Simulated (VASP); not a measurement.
# Sc (Pm-3m) in VASP: single point with PBEsol+D3(BJ)

Aim: the single point of Sc with PBEsol+D3(BJ).

Program: VASP 6.6.1. These are calculated values, not measurements. Logs are shortened: lines on timing, memory, paths and dates and some standing lists are left out, and cuts for length are marked.

**1. The cell of the first run**

Symmetry: Pm-3m, No. 221, cubic system. Conventional cell: a = 3.370 Å, b = 3.370 Å, c = 3.370 Å, α = 90.00°, β = 90.00°, γ = 90.00°. Within 4.4 Å of Sc (site symmetry m-3m) lie 6 Sc at 3.37 Å.

**2. Single point, PBEsol+D3(BJ)**

The input, INCAR:

```
SYSTEM = Sc
PREC = Accurate ; ENCUT = 520
EDIFF = 1E-6 ; ISMEAR = 1
SIGMA = 0.1 ; LREAL = .FALSE.
LASPH = .TRUE. ; NELM = 100
ALGO = Normal ; ISIF = 2
LWAVE = .FALSE. ; LCHARG = .FALSE.
GGA = PS ; IVDW = 12
NBANDS = 12
```

The input, KPOINTS:

```
Automatic mesh
0
G
  7 7 7
  0 0 0
```

The input, POSCAR:

```
Sc
1.0
    3.3703490000      0.0000000000      0.0000000000
    0.0000000000      3.3703490000      0.0000000000
    0.0000000000      0.0000000000      3.3703490000
Sc
1
Direct
    0.5000000000      0.5000000000      0.5000000000
```

Potentials or basis: VASP PAW PBE potentials, release 64 (Sc_sv).

On the command line:

```sh
cat potpaw_PBE.64/Sc_sv/POTCAR > POTCAR
mpirun -np 1 vasp_std > vasp.out
```

OUTCAR:

```text
SYSTEM = Sc
   PREC = Accurate
   ENCUT = 520
   EDIFF = 1E-6
   ISMEAR = 1
   LREAL = .FALSE.
   LASPH = .TRUE.
   NELM = 100
   ISIF = 2
   GGA = PS
   IVDW = 12
 IVDW          = 12

 ion  position               nearest neighbor table
   1  0.500  0.500  0.500-

  LATTYP: Found a simple cubic cell.
 ALAT       =     3.3703490000

  Lattice vectors:

 A1 = (   3.3703490000,   0.0000000000,   0.0000000000)
 A2 = (   0.0000000000,   3.3703490000,   0.0000000000)
 A3 = (   0.0000000000,   0.0000000000,   3.3703490000)

Analysis of symmetry for initial positions (statically):
=====================================================================
 Subroutine PRICEL returns:
 Original cell was already a primitive cell.

 Routine SETGRP: Setting up the symmetry group for a
 simple cubic supercell.

 Subroutine GETGRP returns: Found 48 space group operations
 (whereof 48 operations were pure point group operations)
 out of a pool of 48 trial point group operations.

The static configuration has the point symmetry O_h .

Analysis of symmetry for dynamics (positions and initial velocities):
=====================================================================
 Subroutine PRICEL returns:
 Original cell was already a primitive cell.

 Routine SETGRP: Setting up the symmetry group for a
 simple cubic supercell.

 Subroutine GETGRP returns: Found 48 space group operations
 (whereof 48 operations were pure point group operations)
 out of a pool of 48 trial point group operations.

The dynamic configuration has the point symmetry O_h .

 Subroutine INISYM returns: Found 48 space group operations
 (whereof 48 operations are pure point group operations),
 and found     1 'primitive' translations

----------------------------------------------------------------------------------------

                                     Primitive cell

  volume of cell :      38.2846

  direct lattice vectors                    reciprocal lattice vectors
     3.370349000  0.000000000  0.000000000     0.296705178  0.000000000  0.000000000
     0.000000000  3.370349000  0.000000000     0.000000000  0.296705178  0.000000000
     0.000000000  0.000000000  3.370349000     0.000000000  0.000000000  0.296705178

  length of vectors
     3.370349000  3.370349000  3.370349000     0.296705178  0.296705178  0.296705178

  position of ions in fractional coordinates (direct lattice)
     0.500000000  0.500000000  0.500000000

  ion indices of the primitive-cell ions
   primitive index   ion index
                 1           1

----------------------------------------------------------------------------------------

 KPOINTS: Automatic mesh

Automatic generation of k-mesh.
 Grid dimensions read from file:
 generate k-points for:    7    7    7

 Generating k-lattice:

  Cartesian coordinates                     Fractional coordinates (reciprocal lattice)
     0.042386454  0.000000000  0.000000000     0.142857143  0.000000000  0.000000000
     0.000000000  0.042386454  0.000000000     0.000000000  0.142857143  0.000000000
     0.000000000  0.000000000  0.042386454     0.000000000  0.000000000  0.142857143

  Length of vectors
     0.042386454  0.042386454  0.042386454

  Shift w.r.t. Gamma in fractional coordinates (k-lattice)
     0.000000000  0.000000000  0.000000000

 Subroutine IBZKPT returns following result:
 ===========================================

 Found     20 irreducible k-points:

 Following reciprocal coordinates:
            Coordinates               Weight
  0.000000  0.000000  0.000000      1.000000
  0.142857  0.000000  0.000000      6.000000
  0.285714  0.000000  0.000000      6.000000
  0.428571  0.000000  0.000000      6.000000
  0.142857  0.142857  0.000000     12.000000
  0.285714  0.142857  0.000000     24.000000
[... 12 lines left out ...]
  0.428571  0.428571  0.285714     24.000000
  0.428571  0.428571  0.428571      8.000000
   k-points           NKPTS =     20   k-points in BZ     NKDIM =     20   number of bands    NBANDS=     12
   number of dos      NEDOS =    301   number of ions     NIONS =      1
   total plane-waves  NPLWV =  21952
   dimension x,y,z NGX =    28 NGY =   28 NGZ =   28
   dimension x,y,z NGXF=    56 NGYF=   56 NGZF=   56
   ions per type =               1
   NGX,Y,Z   is equivalent  to a cutoff of  13.81, 13.81, 13.81 a.u.
   NGXF,Y,Z  is equivalent  to a cutoff of  27.62, 27.62, 27.62 a.u.
 SYSTEM =  Sc
   PREC   = accura    normal or accurate (medium, high low for compatibility)
   ISTART =      0    job   : 0-new  1-cont  2-samecut
   ICHARG =      2    charge: 1-file 2-atom 10-const
   ISPIN  =      1    spin polarized calculation?
   LNONCOLLINEAR =      F non collinear calculations
   LSORBIT =      F    spin-orbit coupling
   LASPH  =      T    aspherical Exc in radial PAW
   ENCUT  =  520.0 eV  38.22 Ry    6.18 a.u.   6.27  6.27  6.27*2*pi/ulx,y,z
   NELM   =    100;   NELMIN=  2; NELMDL= -5     # of ELM steps
   EDIFF  = 0.1E-05   stopping-criterion for ELM
   LREAL  =      F    real-space projection
   EDIFFG = 0.1E-04   stopping-criterion for IOM
   NSW    =      0    number of steps for IOM
   IBRION =     -1    ionic relax: 0-MD 1-quasi-New 2-CG
   NFREE  =      0    steps in history (QN), initial steepest desc. (CG)
   ISIF   =      2    stress and relaxation
   ISYM   =      2    0-nonsym 1-usesym 2-fastsym
   POTIM  = 0.5000    time-step for ionic-motion
   TEBEG  =    0.0;   TEEND  =   0.0 temperature during run
   PSTRESS=    0.0 pullay stress
   NELECT =      11.0000    total number of electrons
   NUPDOWN=      -1.0000    fix difference up-down
   EMIN   =  10.00;   EMAX   =-10.00  energy-range for DOS
   EFERMI =   0.00;   METHOD = LEGACY
   ISMEAR =     1;   SIGMA  =   0.10  broadening in eV -4-tet -1-fermi 0-gaus
   EFERMI_NEDOS =   21; number of points for ismear=-14 and -15
   IALGO  =     38    algorithm
   IMIX   =      4    mixing-type and parameters
     AMIX     =   0.40;   BMIX     =  1.00
     AMIX_MAG =   1.60;   BMIX_MAG =  1.00
  volume/ion in A,a.u.               =      38.28       258.36
  Fermi-wavevector in a.u.,A,eV,Ry     =   1.080266  2.041407 15.877664  1.166975
  Thomas-Fermi vector in A             =   2.216253
   LORBIT       =      0    0 simple, 1 ext, 2 COOP (PROOUT), +10 PAW based schemes
   GGA     = PS    functional components
   LHFCALC =     F    Hartree Fock is set to
   AEXX    =    0.0000 exact exchange contribution
   IVDW    =    12    specifies the selected vdW correction
   LEPSILON=     F    determine dielectric tensor
   LRPA    =     F    only Hartree local field effects (RPA)
 non-spin polarized calculation
 Methfessel and Paxton  Order N= 1 SIGMA  =   0.10
  energy-cutoff  :      520.00
  volume of cell :       38.28
 maximum number of plane-waves:      1042
 NGX is ok and might be reduce to    28
   NGX = 13   NGY = 13   NGZ = 13

 number of electron      11.0000002 magnetization

 Free energy of the ion-electron system (eV)
  ---------------------------------------------------
  ext. energy  EPLUGINS =         0.00000000
  ---------------------------------------------------
  free energy    TOTEN  =        -5.36116927 eV

  energy without entropy =       -5.35786740  energy(sigma->0) =       -5.36006865

 E-fermi :   1.3876     XC(G=0):  -8.2955

 val. band max:        1.3813421617   @ k =   0.2857   0.0000   0.0000
 cond. band min:       1.4054360981   @ k =   0.1429   0.1429   0.0000
 fundamental gap:      0.0240939364
 Fermi energy:         1.3876198498

 k-point     1 :       0.0000    0.0000    0.0000
  band No.  band energies     occupation
      1     -48.8570      2.00000
      2     -27.4613      2.00000
      3     -27.4613      2.00000
      4     -27.4613      2.00000
      5      -2.7514      2.00000
      6       1.1698      2.00863
      7       1.1698      2.00863
      8       3.7800      0.00000
      9       3.7800      0.00000
     10       3.7800      0.00000
     11      10.6246      0.00000
     12      10.6246      0.00000

 k-point     2 :       0.1429    0.0000    0.0000
  band No.  band energies     occupation
      1     -48.8546      2.00000
      2     -27.4891      2.00000
      3     -27.4591      2.00000
      4     -27.4591      2.00000
      5      -2.4533      2.00000
      6       1.2331      2.05121
      7       1.2893      2.04668
      8       3.5894      0.00000
      9       3.5894      0.00000
     10       3.7945      0.00000
     11       8.7216      0.00000
     12      11.0858      0.00000

 k-point     3 :       0.2857    0.0000    0.0000
  band No.  band energies     occupation
      1     -48.8491      2.00000
      2     -27.5512      2.00000
      3     -27.4540      2.00000
      4     -27.4540      2.00000
      5      -1.6236      2.00000
      6       1.3813      1.10602
      7       1.4510      0.13117
      8       3.2099     -0.00000
      9       3.2099     -0.00000
     10       3.8272      0.00000
     11       6.4357      0.00000
     12      12.2673      0.00000

 k-point     4 :       0.4286    0.0000    0.0000
  band No.  band energies     occupation
      1     -48.8448      2.00000
      2     -27.6004      2.00000
      3     -27.4499      2.00000
      4     -27.4499      2.00000
      5      -0.5218      2.00000
      6       1.1199      2.00101
      7       1.5070     -0.07060
      8       2.9419     -0.00000
      9       2.9419     -0.00000
     10       3.8537      0.00000
     11       5.1927      0.00000
     12      12.9063      0.00000

 k-point     5 :       0.1429    0.1429    0.0000
  band No.  band energies     occupation
      1     -48.8522      2.00000
      2     -27.4876      2.00000
      3     -27.4859      2.00000
      4     -27.4568      2.00000
      5      -2.1591      2.00000
      6       1.3177      1.91953
      7       1.4054      0.70370
      8       3.3660     -0.00000
      9       3.5748      0.00000
     10       3.6452      0.00000
     11       8.9828      0.00000
     12       9.1831      0.00000
[... 168 lines left out ...]
      1     -48.8337      2.00000
      2     -27.5356      2.00000
      3     -27.5320      2.00000
      4     -27.5320      2.00000
      5       0.2382      2.00000
      6       2.0429     -0.00000
      7       2.0429     -0.00000
      8       2.8232     -0.00000
      9       2.8232     -0.00000
     10       3.1222     -0.00000
     11       8.2098      0.00000
     12       8.2098      0.00000

 k-point    18 :       0.4286    0.2857    0.2857
  band No.  band energies     occupation
      1     -48.8295      2.00000
      2     -27.5806      2.00000
      3     -27.5294      2.00000
      4     -27.5271      2.00000
      5       0.8400      2.00000
      6       1.7791     -0.00000
      7       1.9037     -0.00000
      8       2.7249     -0.00000
      9       3.0507     -0.00000
     10       4.2096      0.00000
     11       6.1068      0.00000
     12       9.3691      0.00000

 k-point    19 :       0.4286    0.4286    0.2857
  band No.  band energies     occupation
      1     -48.8252      2.00000
      2     -27.5754      2.00000
      3     -27.5749      2.00000
      4     -27.5234      2.00000
      5       0.9917      2.00000
      6       1.7186     -0.00003
      7       1.7915     -0.00000
      8       2.8427     -0.00000
      9       3.9294      0.00000
     10       4.8763      0.00000
     11       6.2667      0.00000
     12       7.8326      0.00000

 k-point    20 :       0.4286    0.4286    0.4286
  band No.  band energies     occupation
      1     -48.8210      2.00000
      2     -27.5703      2.00000
      3     -27.5696      2.00000
      4     -27.5696      2.00000
      5       1.2370      2.05473
      6       1.4331      0.31185
      7       1.4331      0.31185
      8       3.9982      0.00000
      9       3.9982      0.00000
     10       5.7625      0.00000
     11       7.1772      0.00000
     12       7.1772      0.00000

------------------------ aborting loop because EDIFF is reached ----------------------------------------

 Edisp (eV)   -0.25404

 E8    (eV) :    -0.1804

  FORCE on cell =-STRESS in cart. coord.  units (eV):
  Direction    XX          YY          ZZ          XY          YZ          ZX
  --------------------------------------------------------------------------------------
  -------------------------------------------------------------------------------------
  Total      -2.22264    -2.22264    -2.22264     0.00000     0.00000    -0.00000
  in kB     -93.01527   -93.01527   -93.01527     0.00000     0.00000    -0.00000
  external pressure =      -93.02 kB  Pullay stress =        0.00 kB

 VOLUME and BASIS-vectors are now :
 -----------------------------------------------------------------------------
  energy-cutoff  :      520.00
  volume of cell :       38.28
      direct lattice vectors                 reciprocal lattice vectors
     3.370349000  0.000000000  0.000000000     0.296705178  0.000000000  0.000000000
     0.000000000  3.370349000  0.000000000     0.000000000  0.296705178  0.000000000
     0.000000000  0.000000000  3.370349000     0.000000000  0.000000000  0.296705178

 POSITION                                       TOTAL-FORCE (eV/Angst)
 -----------------------------------------------------------------------------------
      1.68517      1.68517      1.68517         0.000000      0.000000      0.000000
 -----------------------------------------------------------------------------------
    total drift:                                0.000000      0.000000      0.000000

  FREE ENERGIE OF THE ION-ELECTRON SYSTEM (eV)
  ---------------------------------------------------
  free  energy   TOTEN  =        -5.6152126143 eV

  energy  without entropy=       -5.6119107527  energy(sigma->0) =       -5.61411199
```

Wall time 6.6 s (1 thread of Intel Xeon Platinum 8559C (Emerald Rapids), shared host); peak memory 0.16 GiB.

Results:

```
Free energy                : -5.6152 eV
Pressure                   : -9.3 GPa
Dispersion energy per atom : -0.254 eV
```

Caveat: the PAW data sets were made with another functional, which shifts forces and pressure a little; pairwise dispersion overbinds metals, which lowers pressure and volume.
